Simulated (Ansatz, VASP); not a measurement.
**NaF: VASP beside Ansatz**

Contents of INCAR:

```
SYSTEM = NaF
PREC = Accurate ; ENCUT = 520
EDIFF = 1E-8 ; ISMEAR = -1
SIGMA = 0.03 ; LREAL = .FALSE.
LASPH = .TRUE. ; NELM = 60
ALGO = Normal ; ISIF = 2
LWAVE = .FALSE. ; LCHARG = .FALSE.
GGA = PE ; LEFG = .TRUE.
NBANDS = 14
```

File KPOINTS:

```
regular mesh
0
G
  11 11 11
  0 0 0
```

File POSCAR:

```
NaF
1.0
    0.0000000000      2.2858943317      2.2858943317
    2.2858943317      0.0000000000      2.2858943317
    2.2858943317      2.2858943317      0.0000000000
Na F
1 1
Direct
    0.0000000000      0.0000000000      0.0000000000
    0.5000000000      0.5000000000      0.5000000000
```

Input for Ansatz:

```yaml
crystal:
  lattice:
    - [0.0, 2.2858943317, 2.2858943317]
    - [2.2858943317, 0.0, 2.2858943317]
    - [2.2858943317, 2.2858943317, 0.0]
  atoms:
    - { symbol: Na, position: [0.0, 0.0, 0.0] }
    - { symbol: F, position: [0.5, 0.5, 0.5] }
kpoints:
  mp_grid: { grid: [11, 11, 11] }
scf:
  occupations: { method: fermi_dirac, width: 0.03 }
hamiltonian:
  xc: pbe
  pseudopotentials: { kind: all_electron, datasets: crystal }
output:
  forces: true
  stress: true
  eigenvalues: true
  efg: { contact_densities: true }
```

Change from the starting cell: volume scaled by 1, crystal datasets.

Alike in both runs: task electric field gradients; functional PBE; k mesh 11 × 11 × 11; occupations fermi-dirac, width 0.03 eV; no spin polarisation.

|  | VASP | Ansatz |
| --- | --- | --- |
| version | VASP 6.6.1 | Ansatz 0.2.0 |
| potentials or method | VASP PAW PBE potentials, release 64 (Na_pv, F), cutoff 520 eV | all-electron PAW with datasets made for the crystal, scalar-relativistic |

```csv
,VASP,Ansatz,Ansatz less VASP
gap on the k mesh at the Fermi level (eV),6.52,6.54,+0.011
pressure (GPa),4.4,4.6,+0.11
```

Ansatz ran all-electron here, and VASP with PAW potentials.
